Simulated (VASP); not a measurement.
AlNi, 2 atoms in the cell. It takes space group Pm-3m (No. 221, cubic). The conventional cell has a = 2.881 Å, b = 2.881 Å, c = 2.881 Å, α = 90.00°, β = 90.00°, γ = 90.00°. Al (site symmetry m-3m) has 8 Ni at 2.50 Å and 6 Al at 2.88 Å within 3.3 Å. Ni (site symmetry m-3m) has 8 Al at 2.50 Å and 6 Ni at 2.88 Å within 3.3 Å. 

| Quantity | Value |
| --- | --- |
| Program | VASP 6.6.1 |
| Task | single point |
| Functional | BLYP |
| Potentials or basis | VASP PAW PBE potentials, release 64 (Al, Ni) |
| Cutoff | 520 eV |
| k mesh | 9 × 9 × 9 |
| Occupations | fermi-dirac, width 0.1 eV |
| Spin | collinear spin, ferromagnetic start |
| Starting moments | [0.0, 1.0] μB |
| Dipole correction | no |
| Further INCAR settings | ALGO = Normal; EDIFF = 1e-06; NBANDS = 18 |

Potentials or basis: VASP PAW PBE potentials, release 64 (Al, Ni).

Run with:

```console
$ cat potpaw_PBE.64/Al/POTCAR potpaw_PBE.64/Ni/POTCAR > POTCAR
$ mpirun -np 1 vasp_std > vasp.out
```

Hardware: 1 thread of Intel(R) Xeon(R) 6975P-C (Granite Rapids) (shared host).

Task: Estimate the wall time of this run.

Result: Run time: 16 s on 1 thread of Intel(R) Xeon(R) 6975P-C (Granite Rapids) (shared host), peak memory 0.15 GiB. Counts: scf iterations 15, k points 35.
